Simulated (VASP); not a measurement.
Runs of VASP 6.6.1 on NaI. The structure is that of space group Fm-3m (No. 225), or close to it. The cells are those of the table. 

| task | cell | cutoff (eV) | gap on the mesh (eV) | pressure (GPa) |
| --- | --- | --- | --- | --- |
| single point | a = 3.813 Å, angles 60.0°, 2 atoms | 520 | 3.69 | (b) |
| single point | a = 4.108 Å, angles 60.0°, 2 atoms | 520 | 4.64 | 10.1 |
| relaxation of cell and atoms | relaxed to 30 GPa from a = 4.577 Å, angles 60.0°, 2 atoms | 600 | 3.70 | 30.1 |
| relaxation of cell and atoms | relaxed from a = 4.577 Å, angles 60.0°, 2 atoms | 600 | (a) | 0.0 |
| single point | a = 3.929 Å, angles 60.0°, 2 atoms | 520 | 4.12 | 20.2 |
| single point | a = 4.527 Å, angles 60.0°, 2 atoms | 520 | 3.59 | 0.0 |
| relaxation of cell and atoms | relaxed to 20 GPa from a = 4.577 Å, angles 60.0°, 2 atoms | 600 | 4.13 | 19.9 |
| relaxation of cell and atoms | relaxed to 5 GPa from a = 4.577 Å, angles 60.0°, 2 atoms | 600 | (c) | 4.9 |
| relaxation of cell and atoms | relaxed to 10 GPa from a = 4.577 Å, angles 60.0°, 2 atoms | 600 | 4.63 | 10.0 |
| single point | a = 4.254 Å, angles 60.0°, 2 atoms | 520 | 4.19 | 5.1 |

Alike in all rows: level PBEsol; potentials or basis VASP PAW PBE potentials, release 64 (I, Na_pv); no spin polarisation; k mesh 7 × 7 × 7; smearing fermi-dirac 0.05 eV.

Task: Estimate the missing entries.

Result: (a) 3.58; (b) 30.4; (c) 4.18.

Caveats: the PAW data sets were made with another functional, which shifts forces and pressure a little; spin-orbit coupling is left out, which moves the levels of the heavy elements; an odd mesh through Γ misses points on the zone boundary, where band edges can lie (at least some runs); the cell stands under pressure (at least some runs); the cell is relaxed towards a set pressure, so the run minimises the enthalpy, not the energy (at least some runs).

A k mesh can miss the band edges, and the runs leave out spin-orbit coupling on I.
